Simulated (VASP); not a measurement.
# PbS in VASP: a series of runs, part 2 of 3

VASP 6.6.1. The steps go on from the part before.

### Step 3. Single point, PBE+D4

This run uses another cell than the first one, of 26.65 Å³/atom, 1.003 times its volume.

INCAR

```
ALGO     = Normal         # electronic algorithm
EDIFF    = 1E-6           # SCF threshold, eV
ENCUT    = 520            # plane-wave cutoff, eV
GGA      = PE             # functional
ISIF     = 2              # what is computed and relaxed
ISMEAR   = -1             # smearing method
IVDW     = 13             # dispersion correction
LASPH    = True           # aspherical terms in the spheres
LCHARG   = True           # write CHGCAR
LELF     = True           # ELF
LREAL    = False          # projectors in reciprocal space
LVHAR    = True         
LWAVE    = False          # write WAVECAR
NBANDS   = 28             # bands
NELM     = 80             # most SCF steps
PREC     = Accurate       # precision mode
SIGMA    = 0.02           # smearing width, eV
```

KPOINTS

```
k-points
0
Gamma
  6 6 4
```

POSCAR

```
PbS
1.0
    2.0431640494     -3.5388664077      0.0000000000
    2.0431640494      3.5388664077      0.0000000000
    0.0000000000      0.0000000000      7.3714532973
Pb S
2 2
Direct
    0.0000004801      0.9999995199      0.4763588890
    0.9999995199      0.0000004801      0.9763588890
    0.6666668858      0.3333331142      0.7028411110
    0.3333331142      0.6666668858      0.2028411110
```

Potentials or basis: VASP PAW PBE potentials, release 64 (Pb_d, S).

Started as:

```bash
> cat potpaw_PBE.64/Pb_d/POTCAR potpaw_PBE.64/S/POTCAR > POTCAR
> mpirun -np 1 vasp_std > vasp.out
```

OUTCAR:

```text
EDIFF = 1E-6
   ENCUT = 520
   GGA = PE
   ISIF = 2
   ISMEAR = -1
   IVDW = 13
   LASPH = True
   LREAL = False
   NELM = 80
   PREC = Accurate

 ion  position               nearest neighbor table
   1  0.000  1.000  0.476-   3 2.89   3 2.89   3 2.89   4 3.10   4 3.10   4 3.10   2 3.69   2 3.69

   2  1.000  0.000  0.976-   4 2.89   4 2.89   4 2.89   3 3.10   3 3.10   3 3.10   1 3.69   1 3.69

   3  0.667  0.333  0.703-   1 2.89   1 2.89   1 2.89   2 3.10   2 3.10   2 3.10
   4  0.333  0.667  0.203-   2 2.89   2 2.89   2 2.89   1 3.10   1 3.10   1 3.10

  LATTYP: Found a hexagonal cell.
 ALAT       =     4.0863302344
 C/A-ratio  =     1.8039299015

  Lattice vectors:

 A1 = (   2.0431640494,  -3.5388664077,   0.0000000000)
 A2 = (   2.0431640494,   3.5388664077,   0.0000000000)
 A3 = (   0.0000000000,   0.0000000000,   7.3714532973)

Analysis of symmetry for initial positions (statically):
=====================================================================
 Subroutine PRICEL returns:
 Original cell was already a primitive cell.

 Routine SETGRP: Setting up the symmetry group for a
 hexagonal supercell.

 Subroutine GETGRP returns: Found 12 space group operations
 (whereof  6 operations were pure point group operations)
 out of a pool of 24 trial point group operations.

The static configuration has the point symmetry C_3v.
 The point group associated with its full space group is C_6v.

Analysis of symmetry for dynamics (positions and initial velocities):
=====================================================================
 Subroutine PRICEL returns:
 Original cell was already a primitive cell.

 Routine SETGRP: Setting up the symmetry group for a
 hexagonal supercell.

 Subroutine GETGRP returns: Found 12 space group operations
 (whereof  6 operations were pure point group operations)
 out of a pool of 24 trial point group operations.

The dynamic configuration has the point symmetry C_3v.
 The point group associated with its full space group is C_6v.

 Subroutine INISYM returns: Found 12 space group operations
 (whereof  6 operations are pure point group operations),
 and found     1 'primitive' translations

----------------------------------------------------------------------------------------

                                     Primitive cell

  volume of cell :     106.5984

  direct lattice vectors                    reciprocal lattice vectors
     2.043164049 -3.538866408  0.000000000     0.244718480 -0.141288182  0.000000000
     2.043164049  3.538866408  0.000000000     0.244718480  0.141288182  0.000000000
     0.000000000  0.000000000  7.371453297     0.000000000  0.000000000  0.135658460

  length of vectors
     4.086330234  4.086330234  7.371453297     0.282576511  0.282576511  0.135658460

  position of ions in fractional coordinates (direct lattice)
     0.000000480  0.999999520  0.476358889
     0.999999520  0.000000480  0.976358889
     0.666666886  0.333333114  0.702841111
     0.333333114  0.666666886  0.202841111

  ion indices of the primitive-cell ions
   primitive index   ion index
                 1           1
                 2           2
                 3           3
                 4           4

----------------------------------------------------------------------------------------

 KPOINTS: k-points

Automatic generation of k-mesh.
 Grid dimensions read from file:
 generate k-points for:    6    6    4

 Generating k-lattice:

  Cartesian coordinates                     Fractional coordinates (reciprocal lattice)
     0.040786413 -0.023548030  0.000000000     0.166666667  0.000000000  0.000000000
     0.040786413  0.023548030  0.000000000     0.000000000  0.166666667  0.000000000
     0.000000000  0.000000000  0.033914615     0.000000000  0.000000000  0.250000000

  Length of vectors
     0.047096085  0.047096085  0.033914615

  Shift w.r.t. Gamma in fractional coordinates (k-lattice)
     0.000000000  0.000000000  0.000000000

 Subroutine IBZKPT returns following result:
 ===========================================

 Found     21 irreducible k-points:

 Following reciprocal coordinates:
            Coordinates               Weight
  0.000000  0.000000  0.000000      1.000000
  0.166667  0.000000  0.000000      6.000000
  0.333333 -0.000000  0.000000      6.000000
  0.500000 -0.000000  0.000000      3.000000
  0.166667  0.166667  0.000000      6.000000
  0.333333  0.166667  0.000000     12.000000
[... 13 lines left out ...]
  0.333333  0.166667  0.500000     12.000000
  0.333333  0.333333  0.500000      2.000000
   k-points           NKPTS =     21   k-points in BZ     NKDIM =     21   number of bands    NBANDS=     28
   number of dos      NEDOS =    301   number of ions     NIONS =      4
   total plane-waves  NPLWV =  50400
   dimension x,y,z NGX =    30 NGY =   30 NGZ =   56
   dimension x,y,z NGXF=    60 NGYF=   60 NGZF=  112
   ions per type =               2   2
   NGX,Y,Z   is equivalent  to a cutoff of  12.21, 12.21, 12.63 a.u.
   NGXF,Y,Z  is equivalent  to a cutoff of  24.41, 24.41, 25.26 a.u.
 SYSTEM =  unknown system
   PREC   = accura    normal or accurate (medium, high low for compatibility)
   ISTART =      0    job   : 0-new  1-cont  2-samecut
   ICHARG =      2    charge: 1-file 2-atom 10-const
   ISPIN  =      1    spin polarized calculation?
   LNONCOLLINEAR =      F non collinear calculations
   LSORBIT =      F    spin-orbit coupling
   LASPH  =      T    aspherical Exc in radial PAW
   ENCUT  =  520.0 eV  38.22 Ry    6.18 a.u.   7.60  7.60 13.71*2*pi/ulx,y,z
   NELM   =     80;   NELMIN=  2; NELMDL= -5     # of ELM steps
   EDIFF  = 0.1E-05   stopping-criterion for ELM
   LREAL  =      F    real-space projection
   EDIFFG = 0.1E-04   stopping-criterion for IOM
   NSW    =      0    number of steps for IOM
   IBRION =     -1    ionic relax: 0-MD 1-quasi-New 2-CG
   NFREE  =      0    steps in history (QN), initial steepest desc. (CG)
   ISIF   =      2    stress and relaxation
   ISYM   =      2    0-nonsym 1-usesym 2-fastsym
   POTIM  = 0.5000    time-step for ionic-motion
   TEBEG  =    0.0;   TEEND  =   0.0 temperature during run
   PSTRESS=    0.0 pullay stress
   NELECT =      40.0000    total number of electrons
   NUPDOWN=      -1.0000    fix difference up-down
   EMIN   =  10.00;   EMAX   =-10.00  energy-range for DOS
   EFERMI =   0.00;   METHOD = LEGACY
   ISMEAR =    -1;   SIGMA  =   0.02  broadening in eV -4-tet -1-fermi 0-gaus
   EFERMI_NEDOS =   21; number of points for ismear=-14 and -15
   IALGO  =     38    algorithm
   IMIX   =      4    mixing-type and parameters
     AMIX     =   0.40;   BMIX     =  1.00
     AMIX_MAG =   1.60;   BMIX_MAG =  1.00
  volume/ion in A,a.u.               =      26.65       179.84
  Fermi-wavevector in a.u.,A,eV,Ry     =   1.180804  2.231397 18.970592  1.394299
  Thomas-Fermi vector in A             =   2.317090
   LORBIT       =      0    0 simple, 1 ext, 2 COOP (PROOUT), +10 PAW based schemes
   GGA     = PE    functional components
   LHFCALC =     F    Hartree Fock is set to
   AEXX    =    0.0000 exact exchange contribution
   IVDW    =    13    specifies the selected vdW correction
   LEPSILON=     F    determine dielectric tensor
   LRPA    =     F    only Hartree local field effects (RPA)
 non-spin polarized calculation
  energy-cutoff  :      520.00
  volume of cell :      106.60
 maximum number of plane-waves:      2913
   NGX = 15   NGY = 15   NGZ = 27

 number of electron      39.9999993 magnetization

 Free energy of the ion-electron system (eV)
  ---------------------------------------------------
  ext. energy  EPLUGINS =         0.00000000
  ---------------------------------------------------
  free energy    TOTEN  =       -17.28359876 eV

  energy without entropy =      -17.28358578  energy(sigma->0) =      -17.28359227

 E-fermi :   5.8304     XC(G=0):  -9.5620

 val. band max:        5.7013544392   @ k =   0.0000   0.0000   0.0000
 cond. band min:       5.9687218533   @ k =   0.5000  -0.0000   0.0000
 fundamental gap:      0.2673674141
 Fermi energy:         5.8303655194

 k-point     1 :       0.0000    0.0000    0.0000
  band No.  band energies     occupation
      1     -11.3794      2.00000
      2     -11.3181      2.00000
      3     -11.3181      2.00000
      4     -11.3024      2.00000
      5     -11.3024      2.00000
      6     -11.2833      2.00000
[... 640 lines left out ...]
     27      13.3304      0.00000
     28      13.3304      0.00000

------------------------ aborting loop because EDIFF is reached ----------------------------------------

  DFT-D4 for vdW energy calculation

  Edisp (eV):   -1.48088

  FORCE on cell =-STRESS in cart. coord.  units (eV):
  Direction    XX          YY          ZZ          XY          YZ          ZX
  --------------------------------------------------------------------------------------
  -------------------------------------------------------------------------------------
  Total      -0.05447    -0.05447    -0.03908     0.00000     0.00000     0.00000
  in kB      -0.81866    -0.81866    -0.58742     0.00000     0.00000     0.00000
  external pressure =       -0.74 kB  Pullay stress =        0.00 kB

 VOLUME and BASIS-vectors are now :
 -----------------------------------------------------------------------------
  energy-cutoff  :      520.00
  volume of cell :      106.60
      direct lattice vectors                 reciprocal lattice vectors
     2.043164049 -3.538866408  0.000000000     0.244718480 -0.141288182  0.000000000
     2.043164049  3.538866408  0.000000000     0.244718480  0.141288182  0.000000000
     0.000000000  0.000000000  7.371453297     0.000000000  0.000000000  0.135658460

 POSITION                                       TOTAL-FORCE (eV/Angst)
 -----------------------------------------------------------------------------------
      2.04316      3.53886      3.51146         0.000000      0.000000     -0.001953
      2.04316     -3.53886      7.19718        -0.000000      0.000000     -0.001953
      2.04316     -1.17962      5.18096        -0.000000      0.000000      0.001953
      2.04316      1.17962      1.49523        -0.000000     -0.000000      0.001953
 -----------------------------------------------------------------------------------
    total drift:                                0.000000      0.003992     -0.003590

  FREE ENERGIE OF THE ION-ELECTRON SYSTEM (eV)
  ---------------------------------------------------
  free  energy   TOTEN  =       -18.7644801613 eV

  energy  without entropy=      -18.7644671775  energy(sigma->0) =      -18.76447367
```

Run time: 44 s. Hardware: 1 thread of Intel Xeon Platinum 8375C at 2.90GHz (Ice Lake), shared host; peak memory 0.23 GiB.

Results:

```yaml
Free_energy: -18.7645 eV
Pressure: -0.1 GPa
Band_gap_on_the_k_mesh: 0.27 eV, indirect (least direct gap 0.61 eV)
Dispersion_energy_per_atom: -0.370 eV
```

Caveat: spin-orbit coupling is left out, which moves the levels of the heavy elements.

### Step 4. Single point, r2SCAN+rVV10

This run uses another cell than the first one, of 27.00 Å³/atom, 1.016 times its volume.

POSCAR

```
PbS
1.0
    2.0429167601     -3.5384929633      0.0000000000
    2.0429167601      3.5384929633      0.0000000000
    0.0000000000      0.0000000000      7.4692077002
Pb S
2 2
Direct
   -0.0000017297      1.0000017297      0.4829158624
    1.0000017297     -0.0000017297      0.9829158624
    0.6666675253      0.3333324747      0.6962841376
    0.3333324747      0.6666675253      0.1962841376
```

INCAR.step1

```
ALGO = Normal
EDIFF = 1E-4
ENCUT = 520
GGA = PE
ISMEAR = -1
LASPH = True
LCHARG = False
LREAL = False
LWAVE = True
NBANDS = 28
NELM = 100
PREC = Accurate
SIGMA = 0.02
```

INCAR.step2

```
ALGO = Normal
BPARAM = 11.95
CPARAM = 0.0093
EDIFF = 1E-7
ENCUT = 520
ISIF = 2
ISMEAR = -1
ISTART = 1
IVDW_NL = 2
LASPH = True
LCHARG = False
LMIXTAU = True
LREAL = False
LUSE_VDW = True
LWAVE = False
METAGGA = R2SCAN
NBANDS = 28
NELM = 100
PREC = Accurate
SIGMA = 0.02
```

KPOINTS is that of step 3.

Started as:

```bash
> cat potpaw_PBE.64/Pb_d/POTCAR potpaw_PBE.64/S/POTCAR > POTCAR
> cp INCAR.step1 INCAR
> mpirun -np 1 vasp_std > vasp.out
> cp INCAR.step2 INCAR
> mpirun -np 1 vasp_std > vasp.out
```

It took 6.1 min on 1 thread of Intel Xeon Platinum 8375C at 2.90GHz (Ice Lake), shared host; peak memory 0.47 GiB.

The run converged. Its results:

| Quantity | Value |
| --- | --- |
| Free energy | -129.9534 eV |
| Pressure | 0.1 GPa |
| Largest force | 0.015 eV/Å |
| Band gap on the k mesh | 0.55 eV, indirect (least direct gap 0.99 eV) |

Forces in eV/Å, atoms in the order of the input:
```
Pb   0.000  0.000 -0.015
Pb   0.000  0.000 -0.015
S    0.000  0.000  0.015
S    0.000  0.000  0.015
```

Levels at points of the mesh, in eV from the valence-band top:
| k point | band 17 | band 18 | band 19 | band 20 | band 21 | band 22 | band 23 | band 24 |
| --- | --- | --- | --- | --- | --- | --- | --- | --- |
| (0.00, 0.00, 0.00) | -2.15 | -1.77 | -1.77 | 0.00 | 0.99 | 3.62 | 3.62 | 4.02 |
| (0.50, 0.00, 0.00) | -3.28 | -2.07 | -1.77 | -1.03 | 0.55 | 2.44 | 2.84 | 4.11 |
| (0.50, 0.50, 0.00) | -3.28 | -2.07 | -1.77 | -1.03 | 0.55 | 2.44 | 2.84 | 4.11 |
| (0.00, 0.00, 0.50) | -1.95 | -1.95 | -1.51 | -1.51 | 2.83 | 2.83 | 3.70 | 3.70 |
| (0.50, 0.00, 0.50) | -2.77 | -2.77 | -2.72 | -2.72 | 2.60 | 2.60 | 3.38 | 3.38 |
| (0.50, 0.50, 0.50) | -2.77 | -2.77 | -2.72 | -2.72 | 2.60 | 2.60 | 3.38 | 3.38 |

Caveat: the PAW data sets were made with another functional, which shifts forces and pressure a little; spin-orbit coupling is left out, which moves the levels of the heavy elements. A k mesh can miss the band edges.

### Step 5. Relaxation of cell and atoms, PBE+D4

INCAR

```
SYSTEM = PbS
ALGO = Normal
EDIFF = 1E-6
EDIFFG = -0.005
ENCUT = 600
GGA = PE
IBRION = 2
ISIF = 3
ISMEAR = -1
IVDW = 13
LASPH = .TRUE.
LCHARG = .FALSE.
LREAL = .FALSE.
LWAVE = .FALSE.
NELM = 80
NSW = 80
PREC = Accurate
SIGMA = 0.02
```

KPOINTS

```
k-points
0
G
  6 6 4
  0 0 0
```

POSCAR

```
PbS
1.0
    2.0426483101     -3.5378757538      0.0000000000
    2.0426483101      3.5378757538      0.0000000000
    0.0000000000      0.0000000000      7.3565553124
Pb S
2 2
Direct
   -0.0000319837      1.0000319837      0.4753048818
    1.0000319837     -0.0000319837      0.9753048818
    0.6666491838      0.3333508162      0.7038951182
    0.3333508162      0.6666491838      0.2038951182
```

Started as:

```bash
> cat potpaw_PBE.64/Pb_d/POTCAR potpaw_PBE.64/S/POTCAR > POTCAR
> mpirun -np 1 vasp_std > vasp.out
```

It took 1.9 min on 1 thread of Intel Xeon Platinum 8375C at 2.90GHz (Ice Lake), shared host; peak memory 0.34 GiB.

The run converged. Its results:

```yaml
Free_energy: -18.7648 eV
Relaxed_volume: 26.61 Å³/atom
Relaxed_cell: a = 4.086 Å, b = 4.086 Å, c = 7.361 Å, α = 90.00°, β = 90.00°, γ = 120.00°
Space_group_after_relaxing_to_0.05_Å: P6_3mc (No. 186)
Energy_gained_by_relaxing: 0.0 meV/atom
Ionic_steps: 2
Pressure_after_relaxing: 0.0 GPa
Largest_force_after_relaxing: 0.004 eV/Å
Band_gap_on_the_k_mesh: 0.24 eV, indirect (least direct gap 0.56 eV)
Dispersion_energy_per_atom: -0.371 eV
```

Forces on the atoms (eV/Å):
```
Pb   0.000  0.000  0.004
Pb   0.000  0.000  0.004
S    0.000  0.000 -0.004
S    0.000  0.000 -0.004
```

Final structure:
```
Pb S
1.0
     2.04312   -3.53869    0.00000
     2.04312    3.53869    0.00000
     0.00000    0.00000    7.36135
Pb S
2 2
Direct
  0.99997 0.00003 0.47531
  0.00003 0.99997 0.97531
  0.66665 0.33335 0.70389
  0.33335 0.66665 0.20389
```

Levels at points of the mesh, in eV from the valence-band top:
```
           k point  band 17  band 18  band 19  band 20  band 21  band 22  band 23  band 24
(0.00, 0.00, 0.00)    -2.08    -1.66    -1.66     0.00     0.56     3.28     3.28     3.69
(0.50, 0.00, 0.00)    -3.21    -1.87    -1.70    -0.97     0.24     1.99     2.55     3.74
(0.50, 0.50, 0.00)    -3.21    -1.87    -1.70    -0.97     0.24     1.99     2.55     3.74
(0.00, 0.00, 0.50)    -1.87    -1.87    -1.56    -1.56     2.59     2.59     3.35     3.35
(0.50, 0.00, 0.50)    -2.76    -2.76    -2.66    -2.66     2.47     2.47     2.95     2.95
(0.50, 0.50, 0.50)    -2.76    -2.76    -2.66    -2.66     2.47     2.47     2.95     2.95
```

Caveat: spin-orbit coupling is left out, which moves the levels of the heavy elements.

[end of part 2 of 3]
